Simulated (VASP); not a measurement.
Input of a VASP 6.6.1 run:

Contents of INCAR:

```
  ALGO = Fast
  EDIFF = 1E-6
  ENCUT = 520
  GGA = PS
  ISIF = 2
  ISMEAR = 0
  LASPH = T
  LCHARG = F
  LREAL = F
  LWAVE = F
  NBANDS = 14
  NELM = 60
  PREC = Accurate
  SIGMA = 0.15
```

The input KPOINTS:

```
k-points
0
Gamma
  18 18 10
```

File POSCAR:

```
TiAl
1.0
    2.7526000000      0.0000000000      0.0000000000
   -1.3763000000      2.3838215265      0.0000000000
    0.0000000000      0.0000000000      4.9887000000
Ti Al
1 1
Direct
    0.0000000000      0.0000000000      0.0000000000
    0.3333333333      0.6666666667      0.5000000000
```

Potentials or basis: VASP PAW PBE potentials, release 64 (Ti_sv, Al).

Run with:

```bash
$ cat potpaw_PBE.64/Ti_sv/POTCAR potpaw_PBE.64/Al/POTCAR > POTCAR
$ mpirun -np 1 vasp_std > vasp.out
```

(1) Predict the band gap on the k mesh.

(2) What does it give for the pressure?

Results:

(1) zero (an odd number of electrons rules out a gap without spin polarisation).

(2) -1.0 GPa.

Caveat: the stress differs along the axes, from -14 to 5 GPa; the PAW data sets were made with another functional, which shifts forces and pressure a little.
